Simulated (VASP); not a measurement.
# Mg2CdTe3 (P6_3mc) in VASP: relaxation of cell and atoms with PBE

Aim: the relaxation of cell and atoms of Mg2CdTe3 with PBE.

All numbers are computed with VASP 6.6.1; they aren't measurements. Logs are shortened: lines on timing, memory, paths and dates and some standing lists are left out, and cuts for length are marked.

### 1 The cell of the first run

It takes space group P6_3mc (No. 186, hexagonal). The conventional cell has a = 4.619 Å, b = 4.619 Å, c = 22.591 Å, α = 90.00°, β = 90.00°, γ = 120.00°. Mg (site symmetry 3m) has 4 Te at 2.82 Å within 3.7 Å. Mg (site symmetry 3m) has 4 Te at 2.81 to 2.82 Å within 3.7 Å. Within 3.8 Å of Cd (site symmetry 3m) lie 4 Te at 2.85 Å. Within 3.7 Å of Te (site symmetry 3m) lie 4 Mg at 2.82 Å. Within 3.7 Å of Te (site symmetry 3m) lie 3 Mg at 2.81 Å and 1 Cd at 2.85 Å. Within 3.7 Å of Te (site symmetry 3m) lie 1 Mg at 2.82 Å and 3 Cd at 2.85 Å.

### 2 Relaxation of cell and atoms, PBE

INCAR

```
ALGO = Normal
EDIFF = 1E-7
EDIFFG = -0.01
ENCUT = 600
GGA = PE
IBRION = 2
ISIF = 3
ISMEAR = 0
LASPH = T
LCHARG = F
LREAL = F
LWAVE = F
NELM = 80
NSW = 100
PREC = Accurate
SIGMA = 0.02
```

KPOINTS

```
k-points
0
Gamma
  6 6 2
```

POSCAR

```
Mg2CdTe3
1.0
    4.6185496166      0.0000000000      0.0000000000
   -2.3092748083      3.9997812966      0.0000000000
    0.0000000000      0.0000000000     22.5911234296
Mg Cd Te
4 2 6
Direct
    0.3333333333      0.6666666667      0.6643150061
    0.3333333333      0.6666666667      0.9994618944
    0.6666666667      0.3333333333      0.1643150061
    0.6666666667      0.3333333333      0.4994618944
    0.3333333333      0.6666666667      0.3333382492
    0.6666666667      0.3333333333      0.8333382492
    0.3333333333      0.6666666667      0.1242278175
    0.3333333333      0.6666666667      0.4596608267
    0.3333333333      0.6666666667      0.7889962062
    0.6666666667      0.3333333333      0.2889962062
    0.6666666667      0.3333333333      0.6242278175
    0.6666666667      0.3333333333      0.9596608267
```

Potentials or basis: VASP PAW PBE potentials, release 64 (Mg, Cd, Te).

On the command line:

```bash
cat potpaw_PBE.64/Mg/POTCAR potpaw_PBE.64/Cd/POTCAR potpaw_PBE.64/Te/POTCAR > POTCAR
mpirun -np 1 vasp_std > vasp.out
```

OUTCAR:

```text
EDIFF = 1E-7
   EDIFFG = -0.01
   ENCUT = 600
   GGA = PE
   IBRION = 2
   ISIF = 3
   ISMEAR = 0
   LASPH = T
   LREAL = F
   NELM = 80
   NSW = 100
   PREC = Accurate

 ion  position               nearest neighbor table
   1  0.333  0.667  0.664-  11 2.82  11 2.82  11 2.82   9 2.82
   2  0.333  0.667  0.999-  12 2.81  12 2.81  12 2.81   7 2.82
   3  0.667  0.333  0.164-   7 2.82   7 2.82   7 2.82  10 2.82
   4  0.667  0.333  0.499-   8 2.81   8 2.81   8 2.81  11 2.82
   5  0.333  0.667  0.333-  10 2.85  10 2.85  10 2.85   8 2.85
   6  0.667  0.333  0.833-   9 2.85   9 2.85   9 2.85  12 2.85
   7  0.333  0.667  0.124-   3 2.82   3 2.82   3 2.82   2 2.82
   8  0.333  0.667  0.460-   4 2.81   4 2.81   4 2.81   5 2.85
   9  0.333  0.667  0.789-   1 2.82   6 2.85   6 2.85   6 2.85
  10  0.667  0.333  0.289-   3 2.82   5 2.85   5 2.85   5 2.85
  11  0.667  0.333  0.624-   1 2.82   1 2.82   1 2.82   4 2.82
  12  0.667  0.333  0.960-   2 2.81   2 2.81   2 2.81   6 2.85

  LATTYP: Found a hexagonal cell.
 ALAT       =     4.6185496166
 C/A-ratio  =     4.8913891384

  Lattice vectors:

 A1 = (   4.6185496166,   0.0000000000,   0.0000000000)
 A2 = (  -2.3092748083,   3.9997812966,   0.0000000000)
 A3 = (   0.0000000000,   0.0000000000,  22.5911234296)

Analysis of symmetry for initial positions (statically):
=====================================================================
 Subroutine PRICEL returns:
 Original cell was already a primitive cell.

 Routine SETGRP: Setting up the symmetry group for a
 hexagonal supercell.

 Subroutine GETGRP returns: Found 12 space group operations
 (whereof  6 operations were pure point group operations)
 out of a pool of 24 trial point group operations.

The static configuration has the point symmetry C_3v.
 The point group associated with its full space group is C_6v.

Analysis of symmetry for dynamics (positions and initial velocities):
=====================================================================
 Subroutine PRICEL returns:
 Original cell was already a primitive cell.

 Routine SETGRP: Setting up the symmetry group for a
 hexagonal supercell.

 Subroutine GETGRP returns: Found 12 space group operations
 (whereof  6 operations were pure point group operations)
 out of a pool of 24 trial point group operations.

The dynamic configuration has the point symmetry C_3v.
 The point group associated with its full space group is C_6v.

 Subroutine INISYM returns: Found 12 space group operations
 (whereof  6 operations are pure point group operations),
 and found     1 'primitive' translations

----------------------------------------------------------------------------------------

                                     Primitive cell

  volume of cell :     417.3301

  direct lattice vectors                    reciprocal lattice vectors
     4.618549617  0.000000000  0.000000000     0.216518189  0.125006835  0.000000000
    -2.309274808  3.999781297  0.000000000     0.000000000  0.250013670  0.000000000
     0.000000000  0.000000000 22.591123430     0.000000000  0.000000000  0.044265174

  length of vectors
     4.618549617  4.618549617 22.591123430     0.250013670  0.250013670  0.044265174

  position of ions in fractional coordinates (direct lattice)
     0.333333333  0.666666667  0.664315006
     0.333333333  0.666666667  0.999461894
     0.666666667  0.333333333  0.164315006
     0.666666667  0.333333333  0.499461894
     0.333333333  0.666666667  0.333338249
     0.666666667  0.333333333  0.833338249
     0.333333333  0.666666667  0.124227817
     0.333333333  0.666666667  0.459660827
     0.333333333  0.666666667  0.788996206
     0.666666667  0.333333333  0.288996206
     0.666666667  0.333333333  0.624227817
     0.666666667  0.333333333  0.959660827

  ion indices of the primitive-cell ions
   primitive index   ion index
                 1           1
                 2           2
                 3           3
                 4           4
                 5           5
                 6           6
                 7           7
                 8           8
                 9           9
                10          10
                11          11
                12          12

----------------------------------------------------------------------------------------

 KPOINTS: k-points

Automatic generation of k-mesh.
 Grid dimensions read from file:
 generate k-points for:    6    6    2

 Generating k-lattice:

  Cartesian coordinates                     Fractional coordinates (reciprocal lattice)
     0.036086365  0.020834472  0.000000000     0.166666667 -0.000000000  0.000000000
     0.000000000  0.041668945  0.000000000     0.000000000  0.166666667  0.000000000
     0.000000000  0.000000000  0.022132587     0.000000000  0.000000000  0.500000000

  Length of vectors
     0.041668945  0.041668945  0.022132587

  Shift w.r.t. Gamma in fractional coordinates (k-lattice)
     0.000000000  0.000000000  0.000000000

 Subroutine IBZKPT returns following result:
 ===========================================

 Found     14 irreducible k-points:

 Following reciprocal coordinates:
            Coordinates               Weight
  0.000000  0.000000  0.000000      1.000000
  0.166667  0.000000  0.000000      6.000000
  0.333333  0.000000  0.000000      6.000000
  0.500000  0.000000  0.000000      3.000000
  0.166667  0.166667  0.000000      6.000000
  0.333333  0.166667  0.000000     12.000000
  0.333333  0.333333  0.000000      2.000000
  0.000000  0.000000  0.500000      1.000000
  0.166667  0.000000  0.500000      6.000000
  0.333333  0.000000  0.500000      6.000000
  0.500000  0.000000  0.500000      3.000000
  0.166667  0.166667  0.500000      6.000000
  0.333333  0.166667  0.500000     12.000000
  0.333333  0.333333  0.500000      2.000000
   k-points           NKPTS =     14   k-points in BZ     NKDIM =     14   number of bands    NBANDS=     41
   number of dos      NEDOS =    301   number of ions     NIONS =     12
   total plane-waves  NPLWV = 288000
   dimension x,y,z NGX =    40 NGY =   40 NGZ =  180
   dimension x,y,z NGXF=    80 NGYF=   80 NGZF=  360
   ions per type =               4   2   6
   NGX,Y,Z   is equivalent  to a cutoff of  14.40, 14.40, 13.25 a.u.
   NGXF,Y,Z  is equivalent  to a cutoff of  28.80, 28.80, 26.49 a.u.
 SYSTEM =  unknown system
   PREC   = accura    normal or accurate (medium, high low for compatibility)
   ISTART =      0    job   : 0-new  1-cont  2-samecut
   ICHARG =      2    charge: 1-file 2-atom 10-const
   ISPIN  =      1    spin polarized calculation?
   LNONCOLLINEAR =      F non collinear calculations
   LSORBIT =      F    spin-orbit coupling
   LASPH  =      T    aspherical Exc in radial PAW
   ENCUT  =  600.0 eV  44.10 Ry    6.64 a.u.   9.22  9.22 45.12*2*pi/ulx,y,z
   NELM   =     80;   NELMIN=  2; NELMDL= -5     # of ELM steps
   EDIFF  = 0.1E-06   stopping-criterion for ELM
   LREAL  =      F    real-space projection
   EDIFFG = -.1E-01   stopping-criterion for IOM
   NSW    =    100    number of steps for IOM
   IBRION =      2    ionic relax: 0-MD 1-quasi-New 2-CG
   NFREE  =      1    steps in history (QN), initial steepest desc. (CG)
   ISIF   =      3    stress and relaxation
   ISYM   =      2    0-nonsym 1-usesym 2-fastsym
   POTIM  = 0.5000    time-step for ionic-motion
   TEBEG  =    0.0;   TEEND  =   0.0 temperature during run
   PSTRESS=    0.0 pullay stress
   NELECT =      68.0000    total number of electrons
   NUPDOWN=      -1.0000    fix difference up-down
   EMIN   =  10.00;   EMAX   =-10.00  energy-range for DOS
   EFERMI =   0.00;   METHOD = LEGACY
   ISMEAR =     0;   SIGMA  =   0.02  broadening in eV -4-tet -1-fermi 0-gaus
   EFERMI_NEDOS =   21; number of points for ismear=-14 and -15
   IALGO  =     38    algorithm
   IMIX   =      4    mixing-type and parameters
     AMIX     =   0.40;   BMIX     =  1.00
     AMIX_MAG =   1.60;   BMIX_MAG =  1.00
  volume/ion in A,a.u.               =      34.78       234.69
  Fermi-wavevector in a.u.,A,eV,Ry     =   0.894165  1.689728 10.878292  0.799532
  Thomas-Fermi vector in A             =   2.016336
   LORBIT       =      0    0 simple, 1 ext, 2 COOP (PROOUT), +10 PAW based schemes
   GGA     = PE    functional components
   LHFCALC =     F    Hartree Fock is set to
   AEXX    =    0.0000 exact exchange contribution
   IVDW    =     0    specifies the selected vdW correction
   LEPSILON=     F    determine dielectric tensor
   LRPA    =     F    only Hartree local field effects (RPA)
 conjugate gradient relaxation of ions
 non-spin polarized calculation
 Gauss-broadening in eV      SIGMA  =   0.02
  energy-cutoff  :      600.00
  volume of cell :      417.33
 maximum number of plane-waves:     13958
 NGX is ok and might be reduce to    40
   NGX = 19   NGY = 19   NGZ = 91

--------------------------------------- Ionic step        1  -------------------------------------------

 number of electron      67.9999997 magnetization

 Free energy of the ion-electron system (eV)
  ---------------------------------------------------
  ext. energy  EPLUGINS =         0.00000000
  ---------------------------------------------------
  free energy    TOTEN  =       -35.19784944 eV

  energy without entropy =      -35.19784944  energy(sigma->0) =      -35.19784944

------------------------ aborting loop because EDIFF is reached ----------------------------------------

  FORCE on cell =-STRESS in cart. coord.  units (eV):
  Direction    XX          YY          ZZ          XY          YZ          ZX
  --------------------------------------------------------------------------------------
  -------------------------------------------------------------------------------------
  Total        0.8200938      0.8200938      0.8582357      0.0000000      0.0000000      0.0000000
  in kB        3.1484329      3.1484329      3.2948638      0.0000000      0.0000000      0.0000000
  external PRESSURE =       3.1972432 kB  Pullay stress =       0.0000000 kB
[... 215 lines left out ...]
  energy  without entropy=      -35.2017302515  energy(sigma->0) =      -35.20173025

--------------------------------------- Ionic step        6  -------------------------------------------

 number of electron      67.9999994 magnetization

 Free energy of the ion-electron system (eV)
  ---------------------------------------------------
  ext. energy  EPLUGINS =         0.00000000
  ---------------------------------------------------
  free energy    TOTEN  =       -35.20177195 eV

  energy without entropy =      -35.20177195  energy(sigma->0) =      -35.20177195

 E-fermi :   1.9767     XC(G=0):  -7.9420

 val. band max:        1.8921069908   @ k =   0.0000   0.0000   0.0000
 cond. band min:       3.3756554180   @ k =   0.0000   0.0000   0.0000
 fundamental gap:      1.4835484271
 Fermi energy:         1.9766773911

 k-point     1 :       0.0000    0.0000    0.0000
  band No.  band energies     occupation
      1      -8.6269      2.00000
      2      -8.5577      2.00000
      3      -8.4673      2.00000
      4      -8.3401      2.00000
      5      -8.1550      2.00000
      6      -8.0977      2.00000
[... 644 lines left out ...]
  FREE ENERGIE OF THE ION-ELECTRON SYSTEM (eV)
  ---------------------------------------------------
  free  energy   TOTEN  =       -35.2017719473 eV

  energy  without entropy=      -35.2017719473  energy(sigma->0) =      -35.20177195

 reached required accuracy - stopping structural energy minimisation
```

It took 26 min on 1 thread of Intel Xeon Platinum 8488C (Sapphire Rapids), shared host; peak memory 0.84 GiB.

What came out:

- Free energy: -35.2018 eV
- Relaxed volume: 35.10 Å³/atom
- Relaxed cell: a = 4.633 Å, b = 4.633 Å, c = 22.659 Å, α = 90.00°, β = 90.00°, γ = 120.00°
- Space group after relaxing (to 0.1 Å): P6_3mc (No. 186)
- Energy gained by relaxing: 0.3 meV/atom
- Ionic steps: 6
- Pressure after relaxing: 0.0 GPa
- Largest force after relaxing: 0.007 eV/Å
- Band gap on the k mesh: 1.48 eV

Forces in eV/Å, atoms in the order of the input:
```
Mg   0.000  0.000 -0.007
Mg   0.000  0.000  0.000
Mg   0.000  0.000 -0.007
Mg   0.000  0.000  0.000
Cd   0.000  0.000  0.005
Cd   0.000  0.000  0.005
Te   0.000  0.000  0.005
Te   0.000  0.000  0.000
Te   0.000  0.000 -0.003
Te   0.000  0.000 -0.003
Te   0.000  0.000  0.005
Te   0.000  0.000  0.000
```

The path:
| step | energy change (eV) | largest force (eV/Å) | pressure (GPa) | volume (Å³) |
| --- | --- | --- | --- | --- |
| 1 | 0.0000 | 0.0343 | 0.32 | 417.33 |
| 2 | -0.0038 | 0.0163 | -0.03 | 421.54 |
| 3 | -0.0038 | 0.0178 | 0.00 | 421.16 |
| 4 | -0.0038 | 0.0175 | -0.01 | 421.24 |
| 5 | -0.0039 | 0.0120 | -0.01 | 421.22 |
| 6 | -0.0039 | 0.0069 | -0.01 | 421.19 |

Final structure:
```
Mg Cd Te
1.0
     4.63288    0.00000    0.00000
    -2.31644    4.01219    0.00000
     0.00000    0.00000   22.65902
Mg Cd Te
4 2 6
Direct
  0.33333 0.66667 0.66425
  0.33333 0.66667 0.99952
  0.66667 0.33333 0.16425
  0.66667 0.33333 0.49952
  0.33333 0.66667 0.33324
  0.66667 0.33333 0.83324
  0.33333 0.66667 0.12417
  0.33333 0.66667 0.45985
  0.33333 0.66667 0.78896
  0.66667 0.33333 0.28896
  0.66667 0.33333 0.62417
  0.66667 0.33333 0.95985
```

Caveat: spin-orbit coupling is left out, which moves the levels of the heavy elements.
